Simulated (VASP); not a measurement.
# AgAu4 (Gold) in VASP: a series of runs

AgAu4 (Gold) is run at these levels: PBE; tasks: single point.

Program: VASP 6.6.1. These are calculated values, not measurements. Logs are shortened: lines on timing, memory, paths and dates and some standing lists are left out, and cuts for length are marked.

**1. The cell of the first run**

The cell holds a slab with vacuum, 5 atoms: a = 2.940 Å, b = 2.940 Å, c = 26.202 Å, α = 90.00°, β = 90.00°, γ = 120.00°.

**2. Single point, PBE**

Contents of INCAR:

```
SYSTEM = AgAu4
ALGO     = Normal         ! electronic algorithm
DIPOL    = 0.5 0.5 0.510
EDIFF    = 1E-7           ! SCF threshold, eV
ENCUT    = 520            ! plane-wave cutoff, eV
GGA      = PE             ! functional
IDIPOL   = 3            
ISIF     = 2              ! what is computed and relaxed
ISMEAR   = 0              ! smearing method
LASPH    = .True.         ! aspherical terms in the spheres
LCHARG   = .False.        ! write CHGCAR
LDIPOL   = .True.       
LREAL    = .False.        ! projectors in reciprocal space
LWAVE    = .False.        ! write WAVECAR
NBANDS   = 36             ! bands
NELM     = 60             ! most SCF steps
PREC     = Accurate       ! precision mode
SIGMA    = 0.1            ! smearing width, eV
```

Contents of KPOINTS:

```
k-points
0
Gamma
  12 12 1
  0 0 0
```

Contents of POSCAR:

```
AgAu4
1.0
    2.9402300950      0.0000000000      0.0000000000
   -1.4701150475      2.5463139552      0.0000000000
    0.0000000000      0.0000000000     26.2020634590
Au Ag
4 1
Direct
    0.6666666667      0.3333333333      0.3244019317
    0.3333333333      0.6666666667      0.4160240218
    0.0000000000      0.0000000000      0.5066917798
    0.6666666667      0.3333333333      0.5988655131
    0.6666666667      0.3333333333      0.7060738093
```

Potentials or basis: VASP PAW PBE potentials, release 64 (Au, Ag).

Run with:

```bash
$ cat potpaw_PBE.64/Au/POTCAR potpaw_PBE.64/Ag/POTCAR > POTCAR
$ mpirun -np 1 vasp_std > vasp.out
```

OUTCAR:

```text
SYSTEM = AgAu4
   EDIFF = 1E-7
   ENCUT = 520
   GGA = PE
   ISIF = 2
   ISMEAR = 0
   LASPH = .True.
   LREAL = .False.
   NELM = 60
   PREC = Accurate

 ion  position               nearest neighbor table
   1  0.667  0.333  0.324-   2 2.94   2 2.94   2 2.94
   2  0.333  0.667  0.416-   3 2.92   3 2.92   3 2.92   1 2.94   1 2.94   1 2.94
   3  0.000  0.000  0.507-   2 2.92   2 2.92   2 2.92   4 2.95   4 2.95   4 2.95
   4  0.667  0.333  0.599-   5 2.81   3 2.95   3 2.95   3 2.95
   5  0.667  0.333  0.706-   4 2.81

  LATTYP: Found a hexagonal cell.
 ALAT       =     2.9402300950
 C/A-ratio  =     8.9115690311

  Lattice vectors:

 A1 = (   2.9402300950,   0.0000000000,   0.0000000000)
 A2 = (  -1.4701150475,   2.5463139552,   0.0000000000)
 A3 = (   0.0000000000,   0.0000000000,  26.2020634590)

Analysis of symmetry for initial positions (statically):
=====================================================================
 Subroutine PRICEL returns:
 Original cell was already a primitive cell.

 Routine SETGRP: Setting up the symmetry group for a
 hexagonal supercell.

 Subroutine GETGRP returns: Found  6 space group operations
 (whereof  6 operations were pure point group operations)
 out of a pool of 24 trial point group operations.

The static configuration has the point symmetry C_3v.

Analysis of symmetry for dynamics (positions and initial velocities):
=====================================================================
 Subroutine PRICEL returns:
 Original cell was already a primitive cell.

 Routine SETGRP: Setting up the symmetry group for a
 hexagonal supercell.

 Subroutine GETGRP returns: Found  6 space group operations
 (whereof  6 operations were pure point group operations)
 out of a pool of 24 trial point group operations.

The dynamic configuration has the point symmetry C_3v.

 Subroutine INISYM returns: Found  6 space group operations
 (whereof  6 operations are pure point group operations),
 and found     1 'primitive' translations

----------------------------------------------------------------------------------------

                                     Primitive cell

  volume of cell :     196.1683

  direct lattice vectors                    reciprocal lattice vectors
     2.940230095  0.000000000  0.000000000     0.340109436  0.196362275  0.000000000
    -1.470115047  2.546313955  0.000000000     0.000000000  0.392724549  0.000000000
[... 94 lines left out ...]
   TEBEG  =    0.0;   TEEND  =   0.0 temperature during run
   PSTRESS=    0.0 pullay stress
   NELECT =      55.0000    total number of electrons
   NUPDOWN=      -1.0000    fix difference up-down
   EMIN   =  10.00;   EMAX   =-10.00  energy-range for DOS
   EFERMI =   0.00;   METHOD = LEGACY
   ISMEAR =     0;   SIGMA  =   0.10  broadening in eV -4-tet -1-fermi 0-gaus
   EFERMI_NEDOS =   21; number of points for ismear=-14 and -15
   IALGO  =     38    algorithm
   IMIX   =      4    mixing-type and parameters
     AMIX     =   0.40;   BMIX     =  1.00
     AMIX_MAG =   1.60;   BMIX_MAG =  1.00
  volume/ion in A,a.u.               =      39.23       264.76
  Fermi-wavevector in a.u.,A,eV,Ry     =   1.071485  2.024813 15.620581  1.148080
  Thomas-Fermi vector in A             =   2.207227
   LORBIT       =      0    0 simple, 1 ext, 2 COOP (PROOUT), +10 PAW based schemes
   GGA     = PE    functional components
   LHFCALC =     F    Hartree Fock is set to
   AEXX    =    0.0000 exact exchange contribution
   IVDW    =     0    specifies the selected vdW correction
   LEPSILON=     F    determine dielectric tensor
   LRPA    =     F    only Hartree local field effects (RPA)
 non-spin polarized calculation
 Gauss-broadening in eV      SIGMA  =   0.10
  energy-cutoff  :      520.00
  volume of cell :      196.17
 maximum number of plane-waves:      5413
 NGX is ok and might be reduce to    24
   NGX = 11   NGY = 11   NGZ = 97

 dipolmoment           0.000000      0.000000      0.002032 electrons x Angstroem

 number of electron      54.9999999 magnetization

 dipolmoment           0.000000      0.000000     -0.021128 electrons x Angstroem

 Free energy of the ion-electron system (eV)
  ---------------------------------------------------
  ext. energy  EPLUGINS =         0.00000000
  ---------------------------------------------------
  free energy    TOTEN  =       -14.69369816 eV

  energy without entropy =      -14.68061115  energy(sigma->0) =      -14.68715466

 E-fermi :   1.1193     XC(G=0):  -6.3377

 val. band max:        1.0894029469   @ k =   0.4167   0.0833   0.0000
 cond. band min:       1.1511756056   @ k =   0.5000   0.0000   0.0000
 fundamental gap:      0.0617726587
 Fermi energy:         1.1193076991

 k-point     1 :       0.0000    0.0000    0.0000
  band No.  band energies     occupation
      1      -7.6956      2.00000
      2      -6.6424      2.00000
      3      -5.7035      2.00000
      4      -5.5138      2.00000
      5      -4.2293      2.00000
      6      -3.6906      2.00000
[... 730 lines left out ...]
     35       7.1936      0.00000
     36       7.7402      0.00000

------------------------ aborting loop because EDIFF is reached ----------------------------------------

 vacuum level on the upper side and lower side of the slab       (xc-potential included)        -0.260         0.188

  FORCE on cell =-STRESS in cart. coord.  units (eV):
  Direction    XX          YY          ZZ          XY          YZ          ZX
  --------------------------------------------------------------------------------------
  -------------------------------------------------------------------------------------
  Total       -2.8246488     -2.8246488      0.1103943     -0.0000000      0.0000000     -0.0000000
  in kB      -23.0699298    -23.0699298      0.9016304     -0.0000000      0.0000000     -0.0000000
  external PRESSURE =     -15.0794097 kB  Pullay stress =       0.0000000 kB

 VOLUME and BASIS-vectors are now :
 -----------------------------------------------------------------------------
  energy-cutoff  :      520.00
  volume of cell :      196.17
      direct lattice vectors                 reciprocal lattice vectors
     2.940230095  0.000000000  0.000000000     0.340109436  0.196362275  0.000000000
    -1.470115047  2.546313955  0.000000000     0.000000000  0.392724549  0.000000000
     0.000000000  0.000000000 26.202063459     0.000000000  0.000000000  0.038164933

 POSITION                                       TOTAL-FORCE (eV/Angst)
 -----------------------------------------------------------------------------------
      1.47012      0.84877      8.50000         0.000000      0.000000     -0.083511
     -0.00000      1.69754     10.90069        -0.000000      0.000000      0.090114
      0.00000      0.00000     13.27637         0.000000      0.000000     -0.000326
      1.47012      0.84877     15.69151        -0.000000     -0.000000     -0.004995
      1.47012      0.84877     18.50059         0.000000      0.000000     -0.001283
 -----------------------------------------------------------------------------------
    total drift:                               -0.000000      0.000000     -0.000283

  FREE ENERGIE OF THE ION-ELECTRON SYSTEM (eV)
  ---------------------------------------------------
  free  energy   TOTEN  =       -14.6936981649 eV

  energy  without entropy=      -14.6806111530  energy(sigma->0) =      -14.68715466

 vacuum level on the upper side and lower side of the slab         5.807         6.315
```

Run time: 5.9 min. Hardware: 1 thread of Intel Xeon 6975P-C, shared host; peak memory 0.39 GiB.

What came out:

```yaml
Free_energy: -14.6937 eV
Largest_force: 0.090 eV/Å
```

Forces in eV/Å, atoms in the order of the input:
```
Au   0.000  0.000 -0.084
Au   0.000  0.000  0.090
Au   0.000  0.000  0.000
Au   0.000  0.000 -0.005
Ag   0.000  0.000 -0.001
```

Caveat: spin-orbit coupling is left out, which moves the levels of the heavy elements.

**3. Single point, PBE**

Contents of INCAR:

```
SYSTEM = AgAu4
PREC = Accurate ; ENCUT = 520
EDIFF = 1E-6 ; ISMEAR = 0
SIGMA = 0.1 ; LREAL = .FALSE.
LASPH = .TRUE. ; NELM = 80
ALGO = Normal ; ISIF = 2
LWAVE = .FALSE. ; LCHARG = .FALSE.
LDIPOL = .TRUE. ; IDIPOL = 3
DIPOL = 0.5 0.5 0.507 ; GGA = PE
NBANDS = 36
```

Contents of KPOINTS:

```
Automatic mesh
0
G
  12 12 1
  0 0 0
```

Contents of POSCAR:

```
AgAu4
1.0
    2.9402300950      0.0000000000      0.0000000000
   -1.4701150475      2.5463139552      0.0000000000
    0.0000000000      0.0000000000     26.2020634590
Au Ag
4 1
Direct
    0.6666666667      0.3333333333      0.3244019317
    0.3333333333      0.6666666667      0.4160240218
    0.0000000000      0.0000000000      0.5067372028
    0.6666666667      0.3333333333      0.5983984899
    0.0000000000      0.0000000000      0.6895026101
```

Potentials or basis: VASP PAW PBE potentials, release 64 (Au, Ag).

Run with:

```bash
$ cat potpaw_PBE.64/Au/POTCAR potpaw_PBE.64/Ag/POTCAR > POTCAR
$ mpirun -np 1 vasp_std > vasp.out
```

Run time: 4.6 min. Hardware: 1 thread of Intel Xeon 6975P-C, shared host; peak memory 0.39 GiB.

Results (log left out):

```
Free energy   : -14.8937 eV
Largest force : 0.098 eV/Å
```

Forces on the atoms (eV/Å):
```
Au   0.000  0.000 -0.091
Au   0.000  0.000  0.098
Au   0.000  0.000 -0.002
Au   0.000  0.000 -0.004
Ag   0.000  0.000 -0.003
```

Levels at points of the mesh, in eV from the Fermi level:
```tsv
k point	band 26	band 27	band 28	band 29	band 30	band 31
(0.00, 0.00, 0.00)	-2.32	-2.32	-1.93	-1.93	-0.75	0.25
(0.50, 0.00, 0.00)	0.00	0.74	1.08	1.43	1.47	3.41
```

Caveat: spin-orbit coupling is left out, which moves the levels of the heavy elements.

**4. Single point, PBE**

Contents of INCAR:

```
ALGO = Normal ; DIPOL = 0.5 0.5 0.507
EDIFF = 1E-6 ; ENCUT = 520
GGA = PE ; IDIPOL = 3
ISIF = 2 ; ISMEAR = 0
LASPH = True ; LCHARG = False
LDIPOL = True ; LREAL = False
LWAVE = False ; NBANDS = 36
NELM = 80 ; PREC = Accurate
SIGMA = 0.1
```

Contents of KPOINTS:

```
k-points
0
Gamma
  12 12 1
```

Contents of POSCAR:

```
AgAu4
1.0
    2.9402300950      0.0000000000      0.0000000000
   -1.4701150475      2.5463139552      0.0000000000
    0.0000000000      0.0000000000     26.2020634590
Au Ag
4 1
Direct
    0.6666666667      0.3333333333      0.3244019317
    0.3333333333      0.6666666667      0.4160240218
    0.0000000000      0.0000000000      0.5064927985
    0.6666666667      0.3333333333      0.5976394068
    0.3333333333      0.6666666667      0.6883103297
```

Run with:

```bash
$ cat potpaw_PBE.64/Au/POTCAR potpaw_PBE.64/Ag/POTCAR > POTCAR
$ mpirun -np 1 vasp_std > vasp.out
```

It took 6.4 min on 1 thread of Intel Xeon 6975P-C, shared host; peak memory 0.39 GiB.

The run converged. Its results:

* Free energy: -14.9049 eV
* Largest force: 0.078 eV/Å

Forces on the atoms (eV/Å):
```
Au   0.000  0.000 -0.076
Au   0.000  0.000  0.078
Au   0.000  0.000  0.006
Au   0.000  0.000  0.014
Ag   0.000  0.000 -0.022
```

Levels at points of the mesh, in eV from the Fermi level:
```
           k point  band 25  band 26  band 27  band 28  band 29  band 30  band 31  band 32
(0.00, 0.00, 0.00)    -2.77    -2.32    -2.32    -1.93    -1.93    -0.75     0.25     4.10
(0.50, 0.00, 0.00)    -1.47    -0.08     0.78     1.14     1.42     1.49     3.30     3.89
```

Caveat: spin-orbit coupling is left out, which moves the levels of the heavy elements.

**5. Single point, PBE**

Contents of INCAR:

```
SYSTEM = AgAu4
PREC = Accurate
ENCUT = 520
EDIFF = 1E-7
ISMEAR = 0
SIGMA = 0.1
LREAL = .FALSE.
LASPH = .TRUE.
NELM = 100
ALGO = Normal
ISIF = 2
LWAVE = .FALSE.
LCHARG = .TRUE.
LDIPOL = .TRUE.
IDIPOL = 3
DIPOL = 0.5 0.5 0.507
GGA = PE
LELF = .TRUE.
LVHAR = .TRUE.
LVACPOTAV = .TRUE.
NBANDS = 36
```

Contents of KPOINTS:

```
Automatic mesh
0
G
  12 12 1
  0 0 0
```

Contents of POSCAR:

```
AgAu4
1.0
    2.9402300950      0.0000000000      0.0000000000
   -1.4701150475      2.5463139552      0.0000000000
    0.0000000000      0.0000000000     26.2020634590
Au Ag
4 1
Direct
    0.6666666667      0.3333333333      0.3244019317
    0.3333333333      0.6666666667      0.4160240218
    0.0000001137     -0.0000001137      0.5065380990
    0.6668600066      0.3331399934      0.5976597524
    0.3331053650     -0.3331053650      0.6881317856
```

Run with:

```bash
$ cat potpaw_PBE.64/Au/POTCAR potpaw_PBE.64/Ag/POTCAR > POTCAR
$ mpirun -np 1 vasp_std > vasp.out
```

Run time: 15 min. Hardware: 1 thread of Intel Xeon 6975P-C, shared host; peak memory 0.5 GiB.

It converged, with:

```
Free energy   : -14.9050 eV
Largest force : 0.082 eV/Å
```

Forces on the atoms (eV/Å):
```
Au   0.000  0.000 -0.076
Au   0.000  0.000  0.082
Au   0.001  0.000  0.000
Au  -0.002  0.001  0.001
Ag   0.001 -0.001 -0.007
```

Levels at points of the mesh, in eV from the Fermi level:
```
           k point  band 25  band 26  band 27  band 28  band 29  band 30  band 31  band 32
(0.00, 0.00, 0.00)    -2.77    -2.32    -2.32    -1.93    -1.93    -0.75     0.25     4.11
(0.50, 0.00, 0.00)    -1.48    -0.08     0.78     1.14     1.42     1.49     3.30     3.89
(0.50, 0.50, 0.00)    -1.48    -0.08     0.77     1.14     1.42     1.49     3.30     3.89
```

Caveat: spin-orbit coupling is left out, which moves the levels of the heavy elements.
